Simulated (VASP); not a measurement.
# Sb in VASP: further runs

Runs on Sb. Level: PBEsol. Tasks: electric field gradients.

All numbers are computed with VASP 6.6.1; they aren't measurements. Logs are shortened: lines on timing, memory, paths and dates and some standing lists are left out, and cuts for length are marked.

**1. The cell of the first run**

It takes space group Fm-3m (No. 225, cubic). Conventional cell: a = 4.671 Å, b = 4.671 Å, c = 4.671 Å, α = 90.00°, β = 90.00°, γ = 90.00°. Within 4.3 Å of Sb (site symmetry m-3m) lie 12 Sb at 3.30 Å.

**2. Electric field gradients, PBEsol (volume scaled by 1.04)**

The input, INCAR:

```
SYSTEM = Sb
PREC = Accurate
ENCUT = 520
EDIFF = 1E-8
ISMEAR = -1
SIGMA = 0.05
LREAL = .FALSE.
LASPH = .TRUE.
NELM = 60
ALGO = Normal
ISIF = 2
LWAVE = .FALSE.
LCHARG = .FALSE.
GGA = PS
LEFG = .TRUE.
NBANDS = 8
```

The input, KPOINTS:

```
Automatic mesh
0
G
  12 12 12
  0 0 0
```

The input, POSCAR:

```
Sb
1.0
    0.0000000000      2.3353324258      2.3353324258
    2.3353324258      0.0000000000      2.3353324258
    2.3353324258      2.3353324258      0.0000000000
Sb
1
Direct
    0.0000000000      0.0000000000      0.0000000000
```

Potentials or basis: VASP PAW PBE potentials, release 64 (Sb).

Launch:

```bash
cat potpaw_PBE.64/Sb/POTCAR > POTCAR
mpirun -np 1 vasp_std > vasp.out
```

OUTCAR:

```text
SYSTEM = Sb
   PREC = Accurate
   ENCUT = 520
   EDIFF = 1E-8
   ISMEAR = -1
   LREAL = .FALSE.
   LASPH = .TRUE.
   NELM = 60
   ISIF = 2
   GGA = PS

 ion  position               nearest neighbor table
   1  0.000  0.000  0.000-

  LATTYP: Found a face centered cubic cell.
 ALAT       =     4.6706648516

  Lattice vectors:

 A1 = (   0.0000000000,   2.3353324258,   2.3353324258)
 A2 = (   2.3353324258,   0.0000000000,   2.3353324258)
 A3 = (   2.3353324258,   2.3353324258,   0.0000000000)

Analysis of symmetry for initial positions (statically):
=====================================================================
 Subroutine PRICEL returns:
 Original cell was already a primitive cell.

 Routine SETGRP: Setting up the symmetry group for a
 face centered cubic supercell.

 Subroutine GETGRP returns: Found 48 space group operations
 (whereof 48 operations were pure point group operations)
 out of a pool of 48 trial point group operations.

The static configuration has the point symmetry O_h .

Analysis of symmetry for dynamics (positions and initial velocities):
=====================================================================
 Subroutine PRICEL returns:
 Original cell was already a primitive cell.

 Routine SETGRP: Setting up the symmetry group for a
 face centered cubic supercell.

 Subroutine GETGRP returns: Found 48 space group operations
 (whereof 48 operations were pure point group operations)
 out of a pool of 48 trial point group operations.

The dynamic configuration has the point symmetry O_h .

 Subroutine INISYM returns: Found 48 space group operations
 (whereof 48 operations are pure point group operations),
 and found     1 'primitive' translations

----------------------------------------------------------------------------------------

                                     Primitive cell

  volume of cell :      25.4728

  direct lattice vectors                    reciprocal lattice vectors
     0.000000000  2.335332426  2.335332426    -0.214102281  0.214102281  0.214102281
     2.335332426  0.000000000  2.335332426     0.214102281 -0.214102281  0.214102281
     2.335332426  2.335332426  0.000000000     0.214102281  0.214102281 -0.214102281

  length of vectors
     3.302658789  3.302658789  3.302658789     0.370836029  0.370836029  0.370836029

  position of ions in fractional coordinates (direct lattice)
     0.000000000  0.000000000  0.000000000

  ion indices of the primitive-cell ions
   primitive index   ion index
                 1           1

----------------------------------------------------------------------------------------

 KPOINTS: Automatic mesh

Automatic generation of k-mesh.
 Grid dimensions read from file:
 generate k-points for:   12   12   12

 Generating k-lattice:

  Cartesian coordinates                     Fractional coordinates (reciprocal lattice)
    -0.017841857  0.017841857  0.017841857     0.083333333  0.000000000  0.000000000
     0.017841857 -0.017841857  0.017841857     0.000000000  0.083333333  0.000000000
     0.017841857  0.017841857 -0.017841857     0.000000000  0.000000000  0.083333333

  Length of vectors
     0.030903002  0.030903002  0.030903002

  Shift w.r.t. Gamma in fractional coordinates (k-lattice)
     0.000000000  0.000000000  0.000000000

 Subroutine IBZKPT returns following result:
 ===========================================

 Found     72 irreducible k-points:

 Following reciprocal coordinates:
            Coordinates               Weight
  0.000000  0.000000  0.000000      1.000000
  0.083333  0.000000  0.000000      8.000000
  0.166667  0.000000  0.000000      8.000000
  0.250000  0.000000  0.000000      8.000000
  0.333333  0.000000  0.000000      8.000000
  0.416667  0.000000  0.000000      8.000000
[... 16 lines left out ...]
  0.500000  0.166667  0.000000     24.000000
 -0.416667  0.166667  0.000000     24.000000
 [... further k-points ...]
   k-points           NKPTS =     72   k-points in BZ     NKDIM =     72   number of bands    NBANDS=      8
   number of dos      NEDOS =    301   number of ions     NIONS =      1
   total plane-waves  NPLWV =  21952
   dimension x,y,z NGX =    28 NGY =   28 NGZ =   28
   dimension x,y,z NGXF=    56 NGYF=   56 NGZF=   56
   ions per type =               1
   NGX,Y,Z   is equivalent  to a cutoff of  14.09, 14.09, 14.09 a.u.
   NGXF,Y,Z  is equivalent  to a cutoff of  28.19, 28.19, 28.19 a.u.
 SYSTEM =  Sb
   PREC   = accura    normal or accurate (medium, high low for compatibility)
   ISTART =      0    job   : 0-new  1-cont  2-samecut
   ICHARG =      2    charge: 1-file 2-atom 10-const
   ISPIN  =      1    spin polarized calculation?
   LNONCOLLINEAR =      F non collinear calculations
   LSORBIT =      F    spin-orbit coupling
   LASPH  =      T    aspherical Exc in radial PAW
   ENCUT  =  520.0 eV  38.22 Ry    6.18 a.u.   6.14  6.14  6.14*2*pi/ulx,y,z
   NELM   =     60;   NELMIN=  2; NELMDL= -5     # of ELM steps
   EDIFF  = 0.1E-07   stopping-criterion for ELM
   LREAL  =      F    real-space projection
   EDIFFG = 0.1E-06   stopping-criterion for IOM
   NSW    =      0    number of steps for IOM
   IBRION =     -1    ionic relax: 0-MD 1-quasi-New 2-CG
   NFREE  =      0    steps in history (QN), initial steepest desc. (CG)
   ISIF   =      2    stress and relaxation
   ISYM   =      2    0-nonsym 1-usesym 2-fastsym
   POTIM  = 0.5000    time-step for ionic-motion
   TEBEG  =    0.0;   TEEND  =   0.0 temperature during run
   PSTRESS=    0.0 pullay stress
   NELECT =       5.0000    total number of electrons
   NUPDOWN=      -1.0000    fix difference up-down
   EMIN   =  10.00;   EMAX   =-10.00  energy-range for DOS
   EFERMI =   0.00;   METHOD = LEGACY
   ISMEAR =    -1;   SIGMA  =   0.05  broadening in eV -4-tet -1-fermi 0-gaus
   EFERMI_NEDOS =   21; number of points for ismear=-14 and -15
   IALGO  =     38    algorithm
   IMIX   =      4    mixing-type and parameters
     AMIX     =   0.40;   BMIX     =  1.00
     AMIX_MAG =   1.60;   BMIX_MAG =  1.00
  volume/ion in A,a.u.               =      25.47       171.90
  Fermi-wavevector in a.u.,A,eV,Ry     =   0.951421  1.797925 12.316023  0.905202
  Thomas-Fermi vector in A             =   2.079890
   LORBIT       =      0    0 simple, 1 ext, 2 COOP (PROOUT), +10 PAW based schemes
   GGA     = PS    functional components
   LHFCALC =     F    Hartree Fock is set to
   AEXX    =    0.0000 exact exchange contribution
   IVDW    =     0    specifies the selected vdW correction
   LEPSILON=     F    determine dielectric tensor
   LRPA    =     F    only Hartree local field effects (RPA)
 non-spin polarized calculation
  energy-cutoff  :      520.00
  volume of cell :       25.47
 maximum number of plane-waves:       701
 NGX is ok and might be reduce to    28
   NGX = 13   NGY = 13   NGZ = 13

 number of electron       5.0000000 magnetization

 Free energy of the ion-electron system (eV)
  ---------------------------------------------------
  ext. energy  EPLUGINS =         0.00000000
  ---------------------------------------------------
  free energy    TOTEN  =        -4.29221835 eV

  energy without entropy =       -4.28490868  energy(sigma->0) =       -4.28856351

 E-fermi :   9.1572     XC(G=0): -10.5751

 val. band max:        9.1321520740   @ k =  -0.1667   0.1667   0.0000
 cond. band min:       9.1655982461   @ k =   0.3333   0.2500   0.0833
 fundamental gap:      0.0334461721
 Fermi energy:         9.1571968619

 k-point     1 :       0.0000    0.0000    0.0000
  band No.  band energies     occupation
      1      -4.2682      2.00000
      2      14.8506      0.00000
      3      14.8506      0.00000
      4      14.8506      0.00000
      5      19.2963      0.00000
      6      19.2963      0.00000
      7      19.2963      0.00000
      8      19.3652      0.00000

 k-point     2 :       0.0833    0.0000    0.0000
  band No.  band energies     occupation
      1      -4.1233      2.00000
      2      13.4883      0.00000
      3      14.6497      0.00000
      4      14.6497      0.00000
      5      18.2849      0.00000
      6      19.6191      0.00000
      7      19.6191      0.00000
      8      21.2484      0.00000

 k-point     3 :       0.1667    0.0000    0.0000
  band No.  band energies     occupation
      1      -3.6900      2.00000
      2      10.9361      0.00000
      3      14.2021      0.00000
      4      14.2021      0.00000
      5      17.8212      0.00000
      6      20.1597      0.00000
      7      20.1597      0.00000
      8      21.8197      0.00000
[... 210 lines left out ...]
 k-point    23 :       0.5000    0.1667    0.0000
  band No.  band energies     occupation
      1      -0.0755      2.00000
      2       3.9107      2.00000
      3      10.1371      0.00000
      4      11.7118      0.00000
      5      15.6197      0.00000
      6      20.4334      0.00000
      7      20.4598      0.00000
      8      22.7735      0.00000

 k-point    24 :      -0.4167    0.1667    0.0000
  band No.  band energies     occupation
      1       0.1615      2.00000
      2       3.5894      2.00000
      3       9.6578      0.00009
      4      12.1377      0.00000
      5      15.9489      0.00000
      6      20.0190      0.00000
      7      20.2283      0.00000
      8      23.3930      0.00000

 [... further k-points ...]
[... 5 lines left out ...]
  --------------------------------------------------------------------------------------
  -------------------------------------------------------------------------------------
  Total        0.3287420      0.3287420      0.3287420     -0.0000000     -0.0000000      0.0000000
  in kB       20.6771035     20.6771035     20.6771035     -0.0000000     -0.0000000      0.0000000
  external PRESSURE =      20.6771035 kB  Pullay stress =       0.0000000 kB

 VOLUME and BASIS-vectors are now :
 -----------------------------------------------------------------------------
  energy-cutoff  :      520.00
  volume of cell :       25.47
      direct lattice vectors                 reciprocal lattice vectors
     0.000000000  2.335332426  2.335332426    -0.214102281  0.214102281  0.214102281
     2.335332426  0.000000000  2.335332426     0.214102281 -0.214102281  0.214102281
     2.335332426  2.335332426  0.000000000     0.214102281  0.214102281 -0.214102281

 POSITION                                       TOTAL-FORCE (eV/Angst)
 -----------------------------------------------------------------------------------
      0.00000      0.00000      0.00000         0.000000      0.000000      0.000000
 -----------------------------------------------------------------------------------
    total drift:                                0.000000      0.000000      0.000000

  FREE ENERGIE OF THE ION-ELECTRON SYSTEM (eV)
  ---------------------------------------------------
  free  energy   TOTEN  =        -4.2922183503 eV

  energy  without entropy=       -4.2849086754  energy(sigma->0) =       -4.28856351

 Electric field gradients (V/A^2)
---------------------------------------------------------------------
 ion       V_xx      V_yy      V_zz      V_xy      V_xz      V_yz
---------------------------------------------------------------------
   1       0.000     0.000    -0.000     0.000     0.000     0.000
---------------------------------------------------------------------

 Electric field gradients after diagonalization (V/A^2)
 (convention: |V_zz| > |V_xx| > |V_yy|)
----------------------------------------------------------------------
 ion       V_xx      V_yy      V_zz     asymmetry (V_yy - V_xx)/ V_zz
----------------------------------------------------------------------
   1      -0.000    -0.000     0.000       0.000
----------------------------------------------------------------------

           NMR quadrupolar parameters

 Cq : quadrupolar parameter    Cq=e*Q*V_zz/h
 eta: asymmetry parameters     (V_yy - V_xx)/ V_zz
 Q  : nuclear electric quadrupole moment in mb (millibarn)
----------------------------------------------------------------------
 ion       Cq(MHz)       eta       Q (mb)
----------------------------------------------------------------------
   1       0.000       0.000       1.000
----------------------------------------------------------------------
```

It took 15 s on 1 thread of Intel Xeon Platinum 8259CL at 2.50GHz (Skylake/Cascade Lake), shared host; peak memory 0.16 GiB.

What came out:

- Free energy: -4.2922 eV
- Pressure: 2.1 GPa

Caveat: without QUAD_EFG the Cq values of the log hold for a quadrupole moment of 1 mb, not for the nuclei; the PAW data sets were made with another functional, which shifts forces and pressure a little; spin-orbit coupling is left out, which moves the levels of the heavy elements.

**3. Electric field gradients, PBEsol (volume scaled by 1.04)**

The input, INCAR:

```
PREC     = Accurate       # precision mode
ENCUT    = 520            # plane-wave cutoff, eV
EDIFF    = 1E-8           # SCF threshold, eV
ISMEAR   = -1             # smearing method
SIGMA    = 0.05           # smearing width, eV
LREAL    = F              # projectors in reciprocal space
LASPH    = T              # aspherical terms in the spheres
NELM     = 100            # most SCF steps
ALGO     = Normal         # electronic algorithm
ISIF     = 2              # what is computed and relaxed
LWAVE    = F              # write WAVECAR
LCHARG   = F              # write CHGCAR
GGA      = PS             # functional
LEFG     = T            
NBANDS   = 8              # bands
```

The input, KPOINTS:

```
regular mesh
0
Gamma
  12 12 12
```

POSCAR is that of step 2.

Potentials or basis: VASP PAW PBE potentials, release 64 (Sb).

Launch:

```bash
cat potpaw_PBE.64/Sb/POTCAR > POTCAR
mpirun -np 1 vasp_std > vasp.out
```

OUTCAR:

```text
PREC = Accurate
   ENCUT = 520
   EDIFF = 1E-8
   ISMEAR = -1
   LREAL = F
   LASPH = T
   NELM = 100
   ISIF = 2
   GGA = PS

 ion  position               nearest neighbor table
   1  0.000  0.000  0.000-

  LATTYP: Found a face centered cubic cell.
 ALAT       =     4.6706648516

  Lattice vectors:

 A1 = (   0.0000000000,   2.3353324258,   2.3353324258)
 A2 = (   2.3353324258,   0.0000000000,   2.3353324258)
[... 470 lines left out ...]
    total drift:                                0.000000      0.000000      0.000000

  FREE ENERGIE OF THE ION-ELECTRON SYSTEM (eV)
  ---------------------------------------------------
  free  energy   TOTEN  =        -4.2922183503 eV

  energy  without entropy=       -4.2849086754  energy(sigma->0) =       -4.28856351

 Electric field gradients (V/A^2)
---------------------------------------------------------------------
 ion       V_xx      V_yy      V_zz      V_xy      V_xz      V_yz
---------------------------------------------------------------------
   1       0.000     0.000    -0.000     0.000     0.000     0.000
---------------------------------------------------------------------

 Electric field gradients after diagonalization (V/A^2)
 (convention: |V_zz| > |V_xx| > |V_yy|)
----------------------------------------------------------------------
 ion       V_xx      V_yy      V_zz     asymmetry (V_yy - V_xx)/ V_zz
----------------------------------------------------------------------
   1      -0.000    -0.000     0.000       0.000
----------------------------------------------------------------------

           NMR quadrupolar parameters

 Cq : quadrupolar parameter    Cq=e*Q*V_zz/h
 eta: asymmetry parameters     (V_yy - V_xx)/ V_zz
 Q  : nuclear electric quadrupole moment in mb (millibarn)
----------------------------------------------------------------------
 ion       Cq(MHz)       eta       Q (mb)
----------------------------------------------------------------------
   1       0.000       0.000       1.000
----------------------------------------------------------------------
```

stdout:

```text
POSCAR found type information on POSCAR Sb
 POSCAR found :  1 types and       1 ions
 scaLAPACK will be used
 -----------------------------------------------------------------------------
|                                                                             |
|                                                                             |
|     You enforced a specific xc type in the INCAR file but a different       |
|     I HOPE YOU KNOW WHAT YOU ARE DOING!                                     |
|                                                                             |
 -----------------------------------------------------------------------------

 LDA part: xc-table for (Slater+PW92), standard interpolation
 POSCAR, INCAR and KPOINTS ok, starting setup
 FFT: planning ... GRIDC
 FFT: planning ... GRID_SOFT
 FFT: planning ... GRID
 WAVECAR not read
 entering main loop
ion   1
```

Wall time 15 s (1 thread of Intel Xeon Platinum 8259CL at 2.50GHz (Skylake/Cascade Lake), shared host); peak memory 0.16 GiB.

Results:

```yaml
Free_energy: -4.2922 eV
Pressure: 2.1 GPa
```

Caveat: without QUAD_EFG the Cq values of the log hold for a quadrupole moment of 1 mb, not for the nuclei; the PAW data sets were made with another functional, which shifts forces and pressure a little; spin-orbit coupling is left out, which moves the levels of the heavy elements.

(Continued in part 2 of 2.)
